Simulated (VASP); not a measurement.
# Nb in VASP: relaxation of the atoms with PBEsol

Aim: the relaxation of the atoms of Nb with PBEsol.

All numbers are computed with VASP 6.6.1; they aren't measurements. Logs are shortened: lines on timing, memory, paths and dates and some standing lists are left out, and cuts for length are marked.

## 1. The cell of the first run

The cell holds a slab with vacuum, 5 atoms: a = 4.628 Å, b = 4.628 Å, c = 19.779 Å, α = 90.00°, β = 90.00°, γ = 120.00°.

## 2. Relaxation of the atoms, PBEsol

INCAR

```
PREC = Accurate ; ENCUT = 520
EDIFF = 1E-7 ; ISMEAR = -1
SIGMA = 0.05 ; LREAL = F
LASPH = T ; NELM = 80
ALGO = Normal ; ISIF = 2
LWAVE = F ; LCHARG = F
LDIPOL = T ; IDIPOL = 3
DIPOL = 0.5 0.5 0.500 ; GGA = PS
IBRION = 2 ; NSW = 60
EDIFFG = -0.01 ; KPAR = 2
```

KPOINTS

```
regular mesh
0
Gamma
  10 10 1
```

POSCAR

```
Nb
1.0
    4.6281866187      0.0000000000      0.0000000000
   -2.3140933094      4.0081271852      0.0000000000
    0.0000000000      0.0000000000     19.7789000000
Nb
5
Direct
    0.8333333330      0.1666666670      0.4044714684
    0.1666666670      0.8333333330      0.4522357341
    0.5000000000      0.5000000000      0.5000000000
    0.8333333330      0.1666666670      0.5477642659
    0.1666666670      0.8333333330      0.5955285316
```

Potentials or basis: VASP PAW PBE potentials, release 64 (Nb_sv).

On the command line:

```
> cat potpaw_PBE.64/Nb_sv/POTCAR > POTCAR
> mpirun -np 2 vasp_std > vasp.out
```

OUTCAR:

```text
PREC = Accurate
   ENCUT = 520
   EDIFF = 1E-7
   ISMEAR = -1
   LREAL = F
   LASPH = T
   NELM = 80
   ISIF = 2
   GGA = PS
   IBRION = 2
   NSW = 60
   EDIFFG = -0.01

 ion  position               nearest neighbor table
   1  0.833  0.167  0.404-   2 2.83   2 2.83   4 2.83   2 2.83
   2  0.167  0.833  0.452-   1 2.83   1 2.83   3 2.83   5 2.83   3 2.83   3 2.83   1 2.83
   3  0.500  0.500  0.500-   2 2.83   4 2.83   4 2.83   2 2.83   2 2.83   4 2.83
   4  0.833  0.167  0.548-   5 2.83   5 2.83   3 2.83   1 2.83   3 2.83   3 2.83   5 2.83
   5  0.167  0.833  0.596-   4 2.83   4 2.83   2 2.83   4 2.83

  LATTYP: Found a hexagonal cell.
 ALAT       =     4.6281866187
 C/A-ratio  =     4.2735744320

  Lattice vectors:

 A1 = (   4.6281866187,   0.0000000000,   0.0000000000)
 A2 = (  -2.3140933094,   4.0081271852,   0.0000000000)
 A3 = (   0.0000000000,   0.0000000000,  19.7789000000)

Analysis of symmetry for initial positions (statically):
=====================================================================
 Subroutine PRICEL returns:
 Original cell was already a primitive cell.

 Routine SETGRP: Setting up the symmetry group for a
 hexagonal supercell.

 Subroutine GETGRP returns: Found 12 space group operations
 (whereof  4 operations were pure point group operations)
 out of a pool of 24 trial point group operations.

The static configuration has the point symmetry C_2h.
 The point group associated with its full space group is D_3d.

Analysis of symmetry for dynamics (positions and initial velocities):
=====================================================================
 Subroutine PRICEL returns:
 Original cell was already a primitive cell.

 Routine SETGRP: Setting up the symmetry group for a
 hexagonal supercell.

 Subroutine GETGRP returns: Found 12 space group operations
 (whereof  4 operations were pure point group operations)
 out of a pool of 24 trial point group operations.

The dynamic configuration has the point symmetry C_2h.
 The point group associated with its full space group is D_3d.

 Subroutine INISYM returns: Found 12 space group operations
 (whereof  4 operations are pure point group operations),
 and found     1 'primitive' translations

----------------------------------------------------------------------------------------

                                     Primitive cell

  volume of cell :     366.9057

  direct lattice vectors                    reciprocal lattice vectors
     4.628186619  0.000000000  0.000000000     0.216067346  0.124746540  0.000000000
    -2.314093309  4.008127185  0.000000000     0.000000000  0.249493081  0.000000000
     0.000000000  0.000000000 19.778900000     0.000000000  0.000000000  0.050558929

  length of vectors
     4.628186619  4.628186619 19.778900000     0.249493081  0.249493081  0.050558929

  position of ions in fractional coordinates (direct lattice)
     0.833333333  0.166666667  0.404471468
     0.166666667  0.833333333  0.452235734
     0.500000000  0.500000000  0.500000000
     0.833333333  0.166666667  0.547764266
     0.166666667  0.833333333  0.595528532

  ion indices of the primitive-cell ions
   primitive index   ion index
                 1           1
                 2           2
                 3           3
                 4           4
                 5           5

----------------------------------------------------------------------------------------

 KPOINTS: regular mesh

Automatic generation of k-mesh.
 Grid dimensions read from file:
 generate k-points for:   10   10    1

 Generating k-lattice:

  Cartesian coordinates                     Fractional coordinates (reciprocal lattice)
     0.021606735  0.012474654  0.000000000     0.100000000  0.000000000  0.000000000
     0.000000000  0.024949308  0.000000000     0.000000000  0.100000000  0.000000000
     0.000000000  0.000000000  0.050558929     0.000000000  0.000000000  1.000000000

  Length of vectors
     0.024949308  0.024949308  0.050558929

  Shift w.r.t. Gamma in fractional coordinates (k-lattice)
     0.000000000  0.000000000  0.000000000

 Subroutine IBZKPT returns following result:
 ===========================================

 Found     14 irreducible k-points:

 Following reciprocal coordinates:
            Coordinates               Weight
  0.000000  0.000000  0.000000      1.000000
  0.100000  0.000000  0.000000      6.000000
  0.200000  0.000000  0.000000      6.000000
  0.300000 -0.000000  0.000000      6.000000
  0.400000  0.000000  0.000000      6.000000
  0.500000  0.000000  0.000000      3.000000
  0.100000  0.100000  0.000000      6.000000
  0.200000  0.100000  0.000000     12.000000
  0.300000  0.100000  0.000000     12.000000
  0.400000  0.100000  0.000000     12.000000
  0.200000  0.200000  0.000000      6.000000
  0.300000  0.200000  0.000000     12.000000
  0.400000  0.200000  0.000000      6.000000
  0.300000  0.300000  0.000000      6.000000
   k-points           NKPTS =     14   k-points in BZ     NKDIM =     14   number of bands    NBANDS=     39
   number of dos      NEDOS =    301   number of ions     NIONS =      5
   total plane-waves  NPLWV = 194400
   dimension x,y,z NGX =    36 NGY =   36 NGZ =  150
   dimension x,y,z NGXF=    72 NGYF=   72 NGZF=  300
   ions per type =               5
   NGX,Y,Z   is equivalent  to a cutoff of  12.93, 12.93, 12.61 a.u.
   NGXF,Y,Z  is equivalent  to a cutoff of  25.86, 25.86, 25.22 a.u.
 SYSTEM =  unknown system
   PREC   = accura    normal or accurate (medium, high low for compatibility)
   ISTART =      0    job   : 0-new  1-cont  2-samecut
   ICHARG =      2    charge: 1-file 2-atom 10-const
   ISPIN  =      1    spin polarized calculation?
   LNONCOLLINEAR =      F non collinear calculations
   LSORBIT =      F    spin-orbit coupling
   LASPH  =      T    aspherical Exc in radial PAW
   ENCUT  =  520.0 eV  38.22 Ry    6.18 a.u.   8.61  8.61 36.78*2*pi/ulx,y,z
   NELM   =     80;   NELMIN=  2; NELMDL= -5     # of ELM steps
   EDIFF  = 0.1E-06   stopping-criterion for ELM
   LREAL  =      F    real-space projection
   EDIFFG = -.1E-01   stopping-criterion for IOM
   NSW    =     60    number of steps for IOM
   IBRION =      2    ionic relax: 0-MD 1-quasi-New 2-CG
   NFREE  =      1    steps in history (QN), initial steepest desc. (CG)
   ISIF   =      2    stress and relaxation
   ISYM   =      2    0-nonsym 1-usesym 2-fastsym
   POTIM  = 0.5000    time-step for ionic-motion
   TEBEG  =    0.0;   TEEND  =   0.0 temperature during run
   PSTRESS=    0.0 pullay stress
   NELECT =      65.0000    total number of electrons
   NUPDOWN=      -1.0000    fix difference up-down
   EMIN   =  10.00;   EMAX   =-10.00  energy-range for DOS
   EFERMI =   0.00;   METHOD = LEGACY
   ISMEAR =    -1;   SIGMA  =   0.05  broadening in eV -4-tet -1-fermi 0-gaus
   EFERMI_NEDOS =   21; number of points for ismear=-14 and -15
   IALGO  =     38    algorithm
   IMIX   =      4    mixing-type and parameters
     AMIX     =   0.40;   BMIX     =  1.00
     AMIX_MAG =   1.60;   BMIX_MAG =  1.00
  volume/ion in A,a.u.               =      73.38       495.20
  Fermi-wavevector in a.u.,A,eV,Ry     =   0.919449  1.737507 11.502189  0.845387
  Thomas-Fermi vector in A             =   2.044644
   LORBIT       =      0    0 simple, 1 ext, 2 COOP (PROOUT), +10 PAW based schemes
   GGA     = PS    functional components
   LHFCALC =     F    Hartree Fock is set to
   AEXX    =    0.0000 exact exchange contribution
   IVDW    =     0    specifies the selected vdW correction
   LEPSILON=     F    determine dielectric tensor
   LRPA    =     F    only Hartree local field effects (RPA)
 conjugate gradient relaxation of ions
 non-spin polarized calculation
  energy-cutoff  :      520.00
  volume of cell :      366.91
 maximum number of plane-waves:      9931
 NGX is ok and might be reduce to    36
   NGX = 17   NGY = 17   NGZ = 73

--------------------------------------- Ionic step        1  -------------------------------------------

 number of electron      65.0000005 magnetization

 Free energy of the ion-electron system (eV)
  ---------------------------------------------------
  ext. energy  EPLUGINS =         0.00000000
  ---------------------------------------------------
  free energy    TOTEN  =       -47.90208174 eV

  energy without entropy =      -47.84575438  energy(sigma->0) =      -47.87391806

------------------------ aborting loop because EDIFF is reached ----------------------------------------

  FORCE on cell =-STRESS in cart. coord.  units (eV):
  Direction    XX          YY          ZZ          XY          YZ          ZX
  --------------------------------------------------------------------------------------
  -------------------------------------------------------------------------------------
  Total      -10.7047841    -10.7047841     -9.9357412      0.0000000      0.0000000      0.0000000
  in kB      -46.7448751    -46.7448751    -43.3866744      0.0000000      0.0000000      0.0000000
  external PRESSURE =     -45.6254749 kB  Pullay stress =       0.0000000 kB
[... 104 lines left out ...]
--------------------------------------- Ionic step        4  -------------------------------------------

 number of electron      65.0000011 magnetization

 E-fermi :   0.0080     XC(G=0):  -4.1376

 val. band max:       -0.0012303060   @ k =   0.2000   0.2000   0.0000
 cond. band min:       0.0521120518   @ k =   0.3000   0.1000   0.0000
 fundamental gap:      0.0533423579
 Fermi energy:         0.0080242666

 k-point     1 :       0.0000    0.0000    0.0000
  band No.  band energies     occupation
      1     -54.5561      2.00000
      2     -54.4358      2.00000
      3     -54.3772      2.00000
      4     -53.8947      2.00000
      5     -53.8451      2.00000
      6     -31.0719      2.00000
[... 693 lines left out ...]
--------------------------------------- Ionic step        7  -------------------------------------------

 number of electron      65.0000012 magnetization

 dipolmoment           0.000000      0.000000      0.000000 electrons x Angstroem

 Free energy of the ion-electron system (eV)
  ---------------------------------------------------
  ext. energy  EPLUGINS =         0.00000000
  ---------------------------------------------------
  free energy    TOTEN  =       -48.64693925 eV

  energy without entropy =      -48.60692244  energy(sigma->0) =      -48.62693084

 E-fermi :  -0.0101     XC(G=0):  -4.1281

 val. band max:       -0.0258322853   @ k =   0.2000   0.2000   0.0000
 cond. band min:       0.0322536303   @ k =   0.3000   0.1000   0.0000
 fundamental gap:      0.0580859157
 Fermi energy:        -0.0101218583

 k-point     1 :       0.0000    0.0000    0.0000
  band No.  band energies     occupation
      1     -54.5626      2.00000
      2     -54.4330      2.00000
      3     -54.3811      2.00000
      4     -53.8964      2.00000
      5     -53.8426      2.00000
      6     -31.1040      2.00000
[... 577 lines left out ...]
     38       1.3604      0.00000
     39       1.9592      0.00000

------------------------ aborting loop because EDIFF is reached ----------------------------------------

 vacuum level on the upper side and lower side of the slab       (xc-potential included)        -0.086        -0.086

  FORCE on cell =-STRESS in cart. coord.  units (eV):
  Direction    XX          YY          ZZ          XY          YZ          ZX
  --------------------------------------------------------------------------------------
  -------------------------------------------------------------------------------------
  Total       -3.8347848     -3.8347848     -0.1007389      0.0000000      0.0000000      0.0000000
  in kB      -16.7454604    -16.7454604     -0.4398994      0.0000000      0.0000000      0.0000000
  external PRESSURE =     -11.3102734 kB  Pullay stress =       0.0000000 kB
[... 20 lines left out ...]
  FREE ENERGIE OF THE ION-ELECTRON SYSTEM (eV)
  ---------------------------------------------------
  free  energy   TOTEN  =       -48.6469392523 eV

  energy  without entropy=      -48.6069224372  energy(sigma->0) =      -48.62693084

 reached required accuracy - stopping structural energy minimisation

 vacuum level on the upper side and lower side of the slab         3.671         3.671
```

Run time: 16 min. Hardware: 2 MPI ranks of Intel Xeon Platinum 8488C (Sapphire Rapids), shared host; peak memory 0.55 GiB.

Results:

```
Free energy                  : -48.6469 eV
Energy gained by relaxing    : 149.0 meV/atom
Ionic steps                  : 7
Largest force after relaxing : 0.006 eV/Å
Band gap on the k mesh       : zero (an odd number of electrons rules out a gap without spin polarisation)
```

Forces on the atoms (eV/Å):
```
Nb   0.000  0.000  0.006
Nb   0.000  0.000  0.004
Nb   0.000  0.000  0.000
Nb   0.000  0.000 -0.004
Nb   0.000  0.000 -0.006
```

Step by step:
```tsv
step	energy change (eV)	largest force (eV/Å)	pressure (GPa)
1	0.0000	2.1743	-4.56
2	-0.4641	1.5560	-3.26
3	-0.7275	0.4954	-0.57
4	-0.7419	0.2012	-1.34
5	-0.7448	0.0218	-1.14
6	-0.7445	0.0558	-1.05
7	-0.7449	0.0059	-1.13
```

Final structure:
```yaml
crystal:
  lattice:
    - [4.62819, 0.00000, 0.00000]
    - [-2.31409, 4.00813, 0.00000]
    - [0.00000, 0.00000, 19.77890]
  atoms:
    - { symbol: Nb, position: [0.83333, 0.16667, 0.41659] }
    - { symbol: Nb, position: [0.16667, 0.83333, 0.45699] }
    - { symbol: Nb, position: [0.50000, 0.50000, 0.50000] }
    - { symbol: Nb, position: [0.83333, 0.16667, 0.54300] }
    - { symbol: Nb, position: [0.16667, 0.83333, 0.58341] }
```

Levels at points of the mesh, in eV from the Fermi level:
```tsv
k point	band 29	band 30	band 31	band 32	band 33	band 34	band 35	band 36	band 37	band 38
(0.00, 0.00, 0.00)	-0.99	-0.95	-0.58	-0.55	-0.55	0.10	0.10	0.88	2.09	2.09
(0.50, 0.00, 0.00)	-1.00	-0.97	-0.96	-0.83	-0.59	0.49	0.56	1.22	1.58	2.14
```

Caveat: the PAW data sets were made with another functional, which shifts forces and pressure a little.

The gap in the log of VASP goes by the Fermi energy; the results here count the filled bands.